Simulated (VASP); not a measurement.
# Ir (Fm-3m) in VASP: single point with PBEsol

Aim: the single point of Ir with PBEsol.

Program: VASP 6.6.1. These are calculated values, not measurements. Logs are shortened: lines on timing, memory, paths and dates and some standing lists are left out, and cuts for length are marked.

### 1 The cell of the first run

Symmetry: Fm-3m, No. 225, cubic system. The conventional cell has a = 3.830 Å, b = 3.830 Å, c = 3.830 Å, α = 90.00°, β = 90.00°, γ = 90.00°. Within 3.6 Å of Ir (site symmetry m-3m) lie 12 Ir at 2.71 Å.

### 2 Single point, PBEsol

INCAR reads:

```
  ALGO = Normal
  EDIFF = 1E-6
  ENCUT = 560
  GGA = PS
  GGA_COMPAT = F
  ISIF = 2
  ISMEAR = 0
  LASPH = T
  LCHARG = F
  LREAL = F
  LWAVE = F
  NBANDS = 14
  NELM = 120
  PREC = Accurate
  SIGMA = 0.1
```

KPOINTS reads:

```
k-points
0
Gamma
  18 18 18
```

POSCAR reads:

```
Ir
1.0
    0.0000000000      1.9150217743      1.9150217743
    1.9150217743      0.0000000000      1.9150217743
    1.9150217743      1.9150217743      0.0000000000
Ir
1
Direct
    0.0000000000      0.0000000000      0.0000000000
```

Potentials or basis: VASP PAW PBE potentials, release 64 (Ir_sv_GW).

On the command line:

```bash
cat potpaw_PBE.64/Ir_sv_GW/POTCAR > POTCAR
mpirun -np 1 vasp_std > vasp.out
```

OUTCAR:

```text
EDIFF = 1E-6
   ENCUT = 560
   GGA = PS
   ISIF = 2
   ISMEAR = 0
   LASPH = T
   LREAL = F
   NELM = 120
   PREC = Accurate

 ion  position               nearest neighbor table
   1  0.000  0.000  0.000-

  LATTYP: Found a face centered cubic cell.
 ALAT       =     3.8300435486

  Lattice vectors:

 A1 = (   0.0000000000,   1.9150217743,   1.9150217743)
 A2 = (   1.9150217743,   0.0000000000,   1.9150217743)
 A3 = (   1.9150217743,   1.9150217743,   0.0000000000)

Analysis of symmetry for initial positions (statically):
=====================================================================
 Subroutine PRICEL returns:
 Original cell was already a primitive cell.

 Routine SETGRP: Setting up the symmetry group for a
 face centered cubic supercell.

 Subroutine GETGRP returns: Found 48 space group operations
 (whereof 48 operations were pure point group operations)
 out of a pool of 48 trial point group operations.

The static configuration has the point symmetry O_h .

Analysis of symmetry for dynamics (positions and initial velocities):
=====================================================================
 Subroutine PRICEL returns:
 Original cell was already a primitive cell.

 Routine SETGRP: Setting up the symmetry group for a
 face centered cubic supercell.

 Subroutine GETGRP returns: Found 48 space group operations
 (whereof 48 operations were pure point group operations)
 out of a pool of 48 trial point group operations.

The dynamic configuration has the point symmetry O_h .

 Subroutine INISYM returns: Found 48 space group operations
 (whereof 48 operations are pure point group operations),
 and found     1 'primitive' translations

----------------------------------------------------------------------------------------

                                     Primitive cell

  volume of cell :      14.0460

  direct lattice vectors                    reciprocal lattice vectors
     0.000000000  1.915021774  1.915021774    -0.261093637  0.261093637  0.261093637
     1.915021774  0.000000000  1.915021774     0.261093637 -0.261093637  0.261093637
     1.915021774  1.915021774  0.000000000     0.261093637  0.261093637 -0.261093637

  length of vectors
     2.708249765  2.708249765  2.708249765     0.452227445  0.452227445  0.452227445

  position of ions in fractional coordinates (direct lattice)
     0.000000000  0.000000000  0.000000000

  ion indices of the primitive-cell ions
   primitive index   ion index
                 1           1

----------------------------------------------------------------------------------------

 KPOINTS: k-points

Automatic generation of k-mesh.
 Grid dimensions read from file:
 generate k-points for:   18   18   18

 Generating k-lattice:

  Cartesian coordinates                     Fractional coordinates (reciprocal lattice)
    -0.014505202  0.014505202  0.014505202     0.055555556  0.000000000  0.000000000
     0.014505202 -0.014505202  0.014505202     0.000000000  0.055555556  0.000000000
     0.014505202  0.014505202 -0.014505202     0.000000000  0.000000000  0.055555556

  Length of vectors
     0.025123747  0.025123747  0.025123747

  Shift w.r.t. Gamma in fractional coordinates (k-lattice)
     0.000000000  0.000000000  0.000000000

 Subroutine IBZKPT returns following result:
 ===========================================

 Found    195 irreducible k-points:

 Following reciprocal coordinates:
            Coordinates               Weight
  0.000000  0.000000  0.000000      1.000000
  0.055556  0.000000  0.000000      8.000000
  0.111111  0.000000  0.000000      8.000000
  0.166667  0.000000  0.000000      8.000000
  0.222222  0.000000  0.000000      8.000000
  0.277778  0.000000  0.000000      8.000000
[... 16 lines left out ...]
 -0.277778  0.055556  0.000000     24.000000
 -0.222222  0.055556  0.000000     24.000000
 [... further k-points ...]
   k-points           NKPTS =    195   k-points in BZ     NKDIM =    195   number of bands    NBANDS=     14
   number of dos      NEDOS =    301   number of ions     NIONS =      1
   total plane-waves  NPLWV =  13824
   dimension x,y,z NGX =    24 NGY =   24 NGZ =   24
   dimension x,y,z NGXF=    48 NGYF=   48 NGZF=   48
   ions per type =               1
   NGX,Y,Z   is equivalent  to a cutoff of  14.73, 14.73, 14.73 a.u.
   NGXF,Y,Z  is equivalent  to a cutoff of  29.46, 29.46, 29.46 a.u.
 SYSTEM =  unknown system
   PREC   = accura    normal or accurate (medium, high low for compatibility)
   ISTART =      0    job   : 0-new  1-cont  2-samecut
   ICHARG =      2    charge: 1-file 2-atom 10-const
   ISPIN  =      1    spin polarized calculation?
   LNONCOLLINEAR =      F non collinear calculations
   LSORBIT =      F    spin-orbit coupling
   LASPH  =      T    aspherical Exc in radial PAW
   ENCUT  =  560.0 eV  41.16 Ry    6.42 a.u.   5.23  5.23  5.23*2*pi/ulx,y,z
   NELM   =    120;   NELMIN=  2; NELMDL= -5     # of ELM steps
   EDIFF  = 0.1E-05   stopping-criterion for ELM
   LREAL  =      F    real-space projection
   EDIFFG = 0.1E-04   stopping-criterion for IOM
   NSW    =      0    number of steps for IOM
   IBRION =     -1    ionic relax: 0-MD 1-quasi-New 2-CG
   NFREE  =      0    steps in history (QN), initial steepest desc. (CG)
   ISIF   =      2    stress and relaxation
   ISYM   =      2    0-nonsym 1-usesym 2-fastsym
   POTIM  = 0.5000    time-step for ionic-motion
   TEBEG  =    0.0;   TEEND  =   0.0 temperature during run
   PSTRESS=    0.0 pullay stress
   NELECT =      17.0000    total number of electrons
   NUPDOWN=      -1.0000    fix difference up-down
   EMIN   =  10.00;   EMAX   =-10.00  energy-range for DOS
   EFERMI =   0.00;   METHOD = LEGACY
   ISMEAR =     0;   SIGMA  =   0.10  broadening in eV -4-tet -1-fermi 0-gaus
   EFERMI_NEDOS =   21; number of points for ismear=-14 and -15
   IALGO  =     38    algorithm
   IMIX   =      4    mixing-type and parameters
     AMIX     =   0.40;   BMIX     =  1.00
     AMIX_MAG =   1.60;   BMIX_MAG =  1.00
  volume/ion in A,a.u.               =      14.05        94.79
  Fermi-wavevector in a.u.,A,eV,Ry     =   1.744646  3.296904 41.413292  3.043791
  Thomas-Fermi vector in A             =   2.816486
   LORBIT       =      0    0 simple, 1 ext, 2 COOP (PROOUT), +10 PAW based schemes
   GGA     = PS    functional components
   LHFCALC =     F    Hartree Fock is set to
   AEXX    =    0.0000 exact exchange contribution
   IVDW    =     0    specifies the selected vdW correction
   LEPSILON=     F    determine dielectric tensor
   LRPA    =     F    only Hartree local field effects (RPA)
 non-spin polarized calculation
 Gauss-broadening in eV      SIGMA  =   0.10
  energy-cutoff  :      560.00
  volume of cell :       14.05
 maximum number of plane-waves:       444
 NGX is ok and might be reduce to    24
   NGX = 11   NGY = 11   NGZ = 11

 number of electron      17.0000000 magnetization

 Free energy of the ion-electron system (eV)
  ---------------------------------------------------
  ext. energy  EPLUGINS =         0.00000000
  ---------------------------------------------------
  free energy    TOTEN  =       -10.40276556 eV

  energy without entropy =      -10.39777916  energy(sigma->0) =      -10.40027236

 E-fermi :  12.9128     XC(G=0): -14.7521

 val. band max:       12.9059466150   @ k =   0.5000   0.2222   0.1111
 cond. band min:      12.9234761936   @ k =   0.3333   0.1111   0.0556
 fundamental gap:      0.0175295786
 Fermi energy:        12.9128202652

 k-point     1 :       0.0000    0.0000    0.0000
  band No.  band energies     occupation
      1     -80.1701      2.00000
      2     -36.5454      2.00000
      3     -36.5454      2.00000
      4     -36.5454      2.00000
      5       1.6254      2.00000
      6       8.9373      2.00000
      7       8.9373      2.00000
      8       8.9373      2.00000
      9      11.6807      2.00000
     10      11.6807      2.00000
     11      26.4415      0.00000
     12      31.9861      0.00000
     13      31.9861      0.00000
     14      31.9861      0.00000

 k-point     2 :       0.0556    0.0000    0.0000
  band No.  band energies     occupation
      1     -80.1681      2.00000
      2     -36.5707      2.00000
      3     -36.5489      2.00000
      4     -36.5489      2.00000
      5       1.7650      2.00000
      6       8.8610      2.00000
      7       8.9977      2.00000
      8       8.9977      2.00000
      9      11.6399      2.00000
     10      11.6399      2.00000
     11      26.6862      0.00000
     12      31.3382      0.00000
     13      32.2211      0.00000
     14      32.2211      0.00000

 k-point     3 :       0.1111    0.0000    0.0000
  band No.  band energies     occupation
      1     -80.1628      2.00000
      2     -36.6443      2.00000
      3     -36.5591      2.00000
      4     -36.5591      2.00000
      5       2.1689      2.00000
      6       8.6656      2.00000
      7       9.1560      2.00000
      8       9.1560      2.00000
      9      11.5506      2.00000
     10      11.5506      2.00000
     11      27.3592      0.00000
     12      30.0113      0.00000
     13      32.9072      0.00000
     14      32.9072      0.00000

 k-point     4 :       0.1667    0.0000    0.0000
  band No.  band energies     occupation
      1     -80.1534      2.00000
      2     -36.7537      2.00000
      3     -36.5741      2.00000
      4     -36.5741      2.00000
      5       2.7868      2.00000
      6       8.4449      2.00000
      7       9.3343      2.00000
      8       9.3343      2.00000
      9      11.5136      2.00000
     10      11.5136      2.00000
     11      28.0910      0.00000
     12      28.7610      0.00000
     13      33.9915      0.00000
     14      33.9915      0.00000

 k-point     5 :       0.2222    0.0000    0.0000
  band No.  band energies     occupation
      1     -80.1427      2.00000
      2     -36.8878      2.00000
      3     -36.5931      2.00000
      4     -36.5931      2.00000
      5       3.5107      2.00000
      6       8.3487      2.00000
      7       9.4095      2.00000
      8       9.4095      2.00000
      9      11.6728      2.00000
     10      11.6728      2.00000
     11      27.0204      0.00000
[... 276 lines left out ...]
 k-point    22 :      -0.3333    0.0556    0.0000
  band No.  band energies     occupation
      1     -80.1155      2.00000
      2     -37.1921      2.00000
      3     -36.6634      2.00000
      4     -36.6309      2.00000
      5       4.7210      2.00000
      6       9.0322      2.00000
      7       9.1750      2.00000
      8       9.4458      2.00000
      9      12.4959      2.00000
     10      13.4171      0.00000
     11      23.5504      0.00000
     12      27.6760      0.00000
     13      33.1802      0.00000
     14      35.1047      0.00000

 k-point    23 :      -0.2778    0.0556    0.0000
  band No.  band energies     occupation
      1     -80.1258      2.00000
      2     -37.0722      2.00000
      3     -36.6468      2.00000
      4     -36.6112      2.00000
      5       4.4371      2.00000
      6       8.6023      2.00000
      7       9.2491      2.00000
      8       9.3584      2.00000
      9      11.8612      2.00000
     10      12.7956      1.90273
     11      25.2237      0.00000
     12      28.7588      0.00000
     13      34.3489      0.00000
     14      36.0720      0.00000

 k-point    24 :      -0.2222    0.0556    0.0000
  band No.  band energies     occupation
      1     -80.1372      2.00000
      2     -36.9372      2.00000
      3     -36.6263      2.00000
      4     -36.5910      2.00000
      5       3.8633      2.00000
      6       8.2536      2.00000
      7       9.3985      2.00000
      8       9.4911      2.00000
      9      11.3717      2.00000
     10      12.2476      2.00000
     11      26.6994      0.00000
     12      29.3562      0.00000
     13      34.5381      0.00000
     14      35.7204      0.00000

 [... further k-points ...]

------------------------ aborting loop because EDIFF is reached ----------------------------------------

  FORCE on cell =-STRESS in cart. coord.  units (eV):
  Direction    XX          YY          ZZ          XY          YZ          ZX
  --------------------------------------------------------------------------------------
  -------------------------------------------------------------------------------------
  Total       -0.1618164     -0.1618164     -0.1618164      0.0000000      0.0000000      0.0000000
  in kB      -18.4578815    -18.4578815    -18.4578815      0.0000000      0.0000000      0.0000000
  external PRESSURE =     -18.4578815 kB  Pullay stress =       0.0000000 kB

 VOLUME and BASIS-vectors are now :
 -----------------------------------------------------------------------------
  energy-cutoff  :      560.00
  volume of cell :       14.05
      direct lattice vectors                 reciprocal lattice vectors
     0.000000000  1.915021774  1.915021774    -0.261093637  0.261093637  0.261093637
     1.915021774  0.000000000  1.915021774     0.261093637 -0.261093637  0.261093637
     1.915021774  1.915021774  0.000000000     0.261093637  0.261093637 -0.261093637

 POSITION                                       TOTAL-FORCE (eV/Angst)
 -----------------------------------------------------------------------------------
      0.00000      0.00000      0.00000        -0.000000      0.000000      0.000000
 -----------------------------------------------------------------------------------
    total drift:                               -0.000000      0.000000      0.000000

  FREE ENERGIE OF THE ION-ELECTRON SYSTEM (eV)
  ---------------------------------------------------
  free  energy   TOTEN  =       -10.4027655577 eV

  energy  without entropy=      -10.3977791626  energy(sigma->0) =      -10.40027236
```

It took 14 s on 1 thread of Intel Xeon 6975P-C (Granite Rapids), shared host; peak memory 0.18 GiB.

Results:

```
Free energy            : -10.4028 eV
Pressure               : -1.8 GPa
Band gap on the k mesh : zero (an odd number of electrons rules out a gap without spin polarisation)
```

Levels at points of the mesh, in eV from the Fermi level:
```tsv
k point	band 5	band 6	band 7	band 8	band 9	band 10	band 11	band 12
(0.00, 0.00, 0.00)	-11.29	-3.98	-3.98	-3.98	-1.23	-1.23	13.53	19.07
(0.50, 0.00, 0.00)	-8.24	-4.08	-4.08	-0.86	0.89	0.89	7.28	13.19
(0.50, 0.50, 0.00)	-8.05	-7.47	0.87	1.47	1.47	1.61	10.55	11.44
```

Caveat: the PAW data sets were made with another functional, which shifts forces and pressure a little; spin-orbit coupling is left out, which moves the levels of the heavy elements.
